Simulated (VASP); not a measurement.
Set up this calculation in VASP 6.6.1, as the native input.

```
Task                      : relaxation of the atoms
Functional                : PBE
Dispersion                : D3(BJ)
Potentials or basis       : VASP PAW PBE potentials, release 64 (I, Mg)
Cutoff                    : 520 eV
k mesh                    : 9 × 9 × 1
Occupations               : gaussian, width 0.05 eV
Spin                      : no spin polarisation
Dipole correction         : yes
Atoms held fixed (from 0) : [0, 4, 1, 2, 5, 3]
Further INCAR settings    : ALGO = Normal; EDIFF = 1e-07; NELMDL = -8; IBRION = 2; EDIFFG = -0.003; NSW = 40
```

The structure of MgI2 lies in POSCAR:

```
MgI2
1.0
    4.1311066717      0.0000000000      0.0000000000
   -2.0655533359      3.5776433235      0.0000000000
    0.0000000000      0.0000000000     24.2265083865
I Mg
4 2
Selective dynamics
Direct
    0.3333333333      0.6666666667      0.1857469483  F F F
    0.6666666667      0.3333333333      0.3244418386  F F T
    1.3333333333      0.6666666667      0.4825514101  F F T
    1.6666666667      0.3333333333      0.6212433899  F F T
    0.0000000000      0.0000000000      0.2551348768  F F T
    1.0000000000      0.0000000000      0.5518641394  F F T
```

The input as run:

INCAR

```
SYSTEM = MgI2
PREC     = Accurate       ! precision mode
ENCUT    = 520            ! plane-wave cutoff, eV
EDIFF    = 1E-7           ! SCF threshold, eV
ISMEAR   = 0              ! smearing method
SIGMA    = 0.05           ! smearing width, eV
LREAL    = .False.        ! projectors in reciprocal space
LASPH    = .True.         ! aspherical terms in the spheres
NELM     = 120            ! most SCF steps
ALGO     = Normal         ! electronic algorithm
ISIF     = 2              ! what is computed and relaxed
LWAVE    = .False.        ! write WAVECAR
LCHARG   = .False.        ! write CHGCAR
LDIPOL   = .True.       
IDIPOL   = 3            
DIPOL    = 0.5 0.5 0.403
GGA      = PE             ! functional
IVDW     = 12             ! dispersion correction
IBRION   = 2              ! ionic algorithm
NSW      = 40             ! ionic steps
EDIFFG   = -0.003         ! ionic threshold
GGA_COMPAT= .False.      
NELMIN   = 4            
NELMDL   = -8
```

KPOINTS

```
regular mesh
0
Gamma
  9 9 1
  0 0 0
```

Potentials or basis: VASP PAW PBE potentials, release 64 (I, Mg).

Run with:

```bash
$ cat potpaw_PBE.64/I/POTCAR potpaw_PBE.64/Mg/POTCAR > POTCAR
$ mpirun -np 1 vasp_std > vasp.out
```

It gave:

```
Energy gained by relaxing  : 2.2 meV/atom
Ionic steps                : 31
Band gap on the k mesh     : 3.62 eV (least direct gap 3.94 eV)
Dispersion energy per atom : -0.273 eV
```

Caveat: spin-orbit coupling is left out, which moves the levels of the heavy elements.

It took 20 min on 1 thread of Intel(R) Xeon(R) 6975P-C (Granite Rapids), on a shared host, peak memory 0.52 GiB.
